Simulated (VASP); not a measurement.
# Mg3Sn2N2 (Immm) in VASP: single point with PBE

Aim: the single point of Mg3Sn2N2 with PBE.

All numbers are computed with VASP 6.6.1; they aren't measurements. Logs are shortened: lines on timing, memory, paths and dates and some standing lists are left out, and cuts for length are marked.

### Step 1. The cell of the first run

The typed cell holds 7 atoms: a = 6.107 Å, b = 6.107 Å, c = 6.107 Å, α = 131.20°, β = 131.18°, γ = 71.51°.

The cell was built from a structure type or drawn by symmetry, and may not be a known phase.

### Step 2. Single point, PBE

Contents of INCAR:

```
SYSTEM = Mg3Sn2N2
  PREC = Accurate
  ENCUT = 520
  EDIFF = 1E-6
  ISMEAR = 0
  SIGMA = 0.2
  LREAL = .False.
  LASPH = .True.
  NELM = 60
  ALGO = Normal
  ISIF = 2
  LWAVE = .False.
  LCHARG = .False.
  GGA = PE
  NBANDS = 31
```

Contents of KPOINTS:

```
regular mesh
0
Gamma
  4 4 4
  0 0 0
```

Contents of POSCAR:

```
Mg3Sn2N2
1.0
   -2.5228175657      2.5237406815      4.9563667853
    2.5228175657     -2.5237406815      4.9563667853
    2.5228175657      2.5237406815     -4.9563667853
Mg Sn N
3 2 2
Direct
    0.2108450110      0.2108450110      0.0000000000
    0.7891549890      0.7891549890      0.0000000000
    0.5000000000      0.5000000000      0.0000000000
    0.0000000000      0.5000000000      0.5000000000
    0.5000000000      0.0000000000      0.5000000000
    0.7500618749      0.2500618749      0.5000000000
    0.2499381251      0.7499381251      0.5000000000
```

Potentials or basis: VASP PAW PBE potentials, release 64 (Mg, Sn_d, N).

The run is started by

```bash
$ cat potpaw_PBE.64/Mg/POTCAR potpaw_PBE.64/Sn_d/POTCAR potpaw_PBE.64/N/POTCAR > POTCAR
$ mpirun -np 1 vasp_std > vasp.out
```

OUTCAR:

```text
SYSTEM = Mg3Sn2N2
   PREC = Accurate
   ENCUT = 520
   EDIFF = 1E-6
   ISMEAR = 0
   LREAL = .False.
   LASPH = .True.
   NELM = 60
   ISIF = 2
   GGA = PE

 ion  position               nearest neighbor table
   1  0.211  0.211  0.000-   7 2.55   7 2.55   6 2.55   6 2.55   3 2.87   4 3.28   4 3.28   5 3.28
                             5 3.28   2 3.65   2 3.65   2 3.65   2 3.65
   2  0.789  0.789  0.000-   6 2.55   6 2.55   7 2.55   7 2.55   3 2.87   4 3.28   4 3.28   5 3.28
                             5 3.28   1 3.65   1 3.65   1 3.65   1 3.65
   3  0.500  0.500  0.000-   5 2.52   5 2.52   4 2.52   4 2.52   1 2.87   2 2.87
   4  0.000  0.500  0.500-   6 2.48   7 2.48   3 2.52   3 2.52   1 3.28   1 3.28   2 3.28   2 3.28
                             5 3.57   5 3.57   5 3.57   5 3.57
   5  0.500  0.000  0.500-   6 2.48   7 2.48   3 2.52   3 2.52   1 3.28   1 3.28   2 3.28   2 3.28
                             4 3.57   4 3.57   4 3.57   4 3.57
   6  0.750  0.250  0.500-   4 2.48   5 2.48   2 2.55   2 2.55   1 2.55   1 2.55
   7  0.250  0.750  0.500-   4 2.48   5 2.48   1 2.55   1 2.55   2 2.55   2 2.55

  LATTYP: Found a body centered orthorhombic cell.
 ALAT       =     5.0456351314
 B/A-ratio  =     1.0003659067
 C/A-ratio  =     1.9646156158

  Lattice vectors:

 A1 = (  -2.5228175657,   2.5237406815,   4.9563667853)
 A2 = (   2.5228175657,  -2.5237406815,   4.9563667853)
 A3 = (   2.5228175657,   2.5237406815,  -4.9563667853)

Analysis of symmetry for initial positions (statically):
=====================================================================
 Subroutine PRICEL returns:
 Original cell was already a primitive cell.

 Routine SETGRP: Setting up the symmetry group for a
 body centered orthorhombic supercell.

 Subroutine GETGRP returns: Found  8 space group operations
 (whereof  8 operations were pure point group operations)
 out of a pool of  8 trial point group operations.

The static configuration has the point symmetry D_2h.

Analysis of symmetry for dynamics (positions and initial velocities):
=====================================================================
 Subroutine PRICEL returns:
 Original cell was already a primitive cell.

 Routine SETGRP: Setting up the symmetry group for a
 body centered orthorhombic supercell.

 Subroutine GETGRP returns: Found  8 space group operations
 (whereof  8 operations were pure point group operations)
 out of a pool of  8 trial point group operations.

The dynamic configuration has the point symmetry D_2h.

 Subroutine INISYM returns: Found  8 space group operations
[... 106 lines left out ...]
   ISIF   =      2    stress and relaxation
   ISYM   =      2    0-nonsym 1-usesym 2-fastsym
   POTIM  = 0.5000    time-step for ionic-motion
   TEBEG  =    0.0;   TEEND  =   0.0 temperature during run
   PSTRESS=    0.0 pullay stress
   NELECT =      44.0000    total number of electrons
   NUPDOWN=      -1.0000    fix difference up-down
   EMIN   =  10.00;   EMAX   =-10.00  energy-range for DOS
   EFERMI =   0.00;   METHOD = LEGACY
   ISMEAR =     0;   SIGMA  =   0.20  broadening in eV -4-tet -1-fermi 0-gaus
   EFERMI_NEDOS =   21; number of points for ismear=-14 and -15
   IALGO  =     38    algorithm
   IMIX   =      4    mixing-type and parameters
     AMIX     =   0.40;   BMIX     =  1.00
     AMIX_MAG =   1.60;   BMIX_MAG =  1.00
  volume/ion in A,a.u.               =      18.03       121.69
  Fermi-wavevector in a.u.,A,eV,Ry     =   1.152147  2.177241 18.060940  1.327442
  Thomas-Fermi vector in A             =   2.288800
   LORBIT       =      0    0 simple, 1 ext, 2 COOP (PROOUT), +10 PAW based schemes
   GGA     = PE    functional components
   LHFCALC =     F    Hartree Fock is set to
   AEXX    =    0.0000 exact exchange contribution
   IVDW    =     0    specifies the selected vdW correction
   LEPSILON=     F    determine dielectric tensor
   LRPA    =     F    only Hartree local field effects (RPA)
 non-spin polarized calculation
 Gauss-broadening in eV      SIGMA  =   0.20
  energy-cutoff  :      520.00
  volume of cell :      126.23
 maximum number of plane-waves:      3451
 NGX is ok and might be reduce to    48
   NGX = 23   NGY = 23   NGZ = 23

 number of electron      44.0000011 magnetization

 Free energy of the ion-electron system (eV)
  ---------------------------------------------------
  ext. energy  EPLUGINS =         0.00000000
  ---------------------------------------------------
  free energy    TOTEN  =       -25.36658254 eV

  energy without entropy =      -25.30964607  energy(sigma->0) =      -25.33811430

 E-fermi :   5.5829     XC(G=0):  -9.8925

 val. band max:        5.5787104422   @ k =   0.5000   0.5000   0.2500
 cond. band min:       5.5903202534   @ k =  -0.0000   0.5000   0.0000
 fundamental gap:      0.0116098112
 Fermi energy:         5.5828634968

 k-point     1 :       0.0000    0.0000    0.0000
  band No.  band energies     occupation
      1     -16.0749      2.00000
      2     -16.0201      2.00000
      3     -16.0059      2.00000
      4     -15.9026      2.00000
      5     -15.9016      2.00000
      6     -15.9015      2.00000
[... 601 lines left out ...]
     30      10.1274      0.00000
     31      10.3409      0.00000

------------------------ aborting loop because EDIFF is reached ----------------------------------------

  FORCE on cell =-STRESS in cart. coord.  units (eV):
  Direction    XX          YY          ZZ          XY          YZ          ZX
  --------------------------------------------------------------------------------------
  -------------------------------------------------------------------------------------
  Total       -0.1216211     -0.1464022     -0.0106064     -0.0000000      0.0000000      0.0000000
  in kB       -1.5437091     -1.8582503     -0.1346245     -0.0000000      0.0000000      0.0000000
  external PRESSURE =      -1.1788613 kB  Pullay stress =       0.0000000 kB

 VOLUME and BASIS-vectors are now :
 -----------------------------------------------------------------------------
  energy-cutoff  :      520.00
  volume of cell :      126.23
      direct lattice vectors                 reciprocal lattice vectors
    -2.522817566  2.523740682  4.956366785     0.000000000  0.198118612  0.100880347
     2.522817566 -2.523740682  4.956366785     0.198191105  0.000000000  0.100880347
     2.522817566  2.523740682 -4.956366785     0.198191105  0.198118612  0.000000000

 POSITION                                       TOTAL-FORCE (eV/Angst)
 -----------------------------------------------------------------------------------
      0.00000      0.00000      2.09005         0.000000     -0.000000     -0.008538
      0.00000      0.00000      7.82268        -0.000000      0.000000      0.008538
      0.00000      0.00000      4.95637        -0.000000      0.000000     -0.000000
      2.52282      0.00000      0.00000        -0.000000      0.000000     -0.000000
      0.00000      2.52374      0.00000        -0.000000      0.000000     -0.000000
      0.00000      2.52374      2.47880        -0.000000      0.000000     -0.000778
      2.52282      0.00000      2.47757         0.000000      0.000000      0.000778
 -----------------------------------------------------------------------------------
    total drift:                               -0.000000     -0.000000      0.000000

  FREE ENERGIE OF THE ION-ELECTRON SYSTEM (eV)
  ---------------------------------------------------
  free  energy   TOTEN  =       -25.3665825403 eV

  energy  without entropy=      -25.3096460662  energy(sigma->0) =      -25.33811430
```

OSZICAR:

```text
N       E                     dE             d eps       ncg     rms          rms(c)
DAV:   1     0.398030942896E+03    0.39803E+03   -0.20716E+04  1144   0.172E+03
DAV:   2     0.358668331002E+02   -0.36216E+03   -0.34613E+03  1130   0.478E+02
DAV:   3    -0.265926858117E+02   -0.62460E+02   -0.60161E+02  1422   0.158E+02
DAV:   4    -0.302382597361E+02   -0.36456E+01   -0.36109E+01  1305   0.412E+01
DAV:   5    -0.303504740660E+02   -0.11221E+00   -0.11218E+00  1381   0.780E+00    0.123E+01
DAV:   6    -0.268879432038E+02    0.34625E+01   -0.41419E+01  1659   0.264E+01    0.964E+00
DAV:   7    -0.254272344561E+02    0.14607E+01   -0.58462E+00  1329   0.103E+01    0.314E+00
DAV:   8    -0.254020978215E+02    0.25137E-01   -0.11934E+00  1273   0.471E+00    0.966E-01
DAV:   9    -0.253672654249E+02    0.34832E-01   -0.84825E-02  1357   0.161E+00    0.344E-01
DAV:  10    -0.253673620449E+02   -0.96620E-04   -0.21492E-02  1412   0.810E-01    0.268E-01
DAV:  11    -0.253666926849E+02    0.66936E-03   -0.21392E-03  1479   0.236E-01    0.138E-01
DAV:  12    -0.253666495033E+02    0.43182E-04   -0.18781E-03  1545   0.164E-01    0.673E-02
DAV:  13    -0.253665882951E+02    0.61208E-04   -0.24639E-04  1437   0.787E-02    0.235E-02
DAV:  14    -0.253665851017E+02    0.31934E-05   -0.25832E-05  1192   0.281E-02    0.948E-03
DAV:  15    -0.253665831114E+02    0.19903E-05   -0.70206E-06  1284   0.119E-02    0.505E-03
DAV:  16    -0.253665825403E+02    0.57120E-06   -0.11824E-06   800   0.650E-03
   1 F= -.25366583E+02 E0= -.25338114E+02  d E =-.569365E-01
```

It took 65 s on 1 thread of Intel Xeon 6975P-C (Granite Rapids), shared host; peak memory 0.35 GiB.

What came out:

- Free energy: -25.3666 eV
- Pressure: -0.1 GPa
- Largest force: 0.009 eV/Å
- Band gap on the k mesh: zero (bands 22 and 23 overlap by 1.06 eV)

Forces on the atoms (eV/Å):
```
Mg   0.000  0.000 -0.009
Mg   0.000  0.000  0.009
Mg   0.000  0.000  0.000
Sn   0.000  0.000  0.000
Sn   0.000  0.000  0.000
N    0.000  0.000 -0.001
N    0.000  0.000  0.001
```

Caveat: spin-orbit coupling is left out, which moves the levels of the heavy elements.
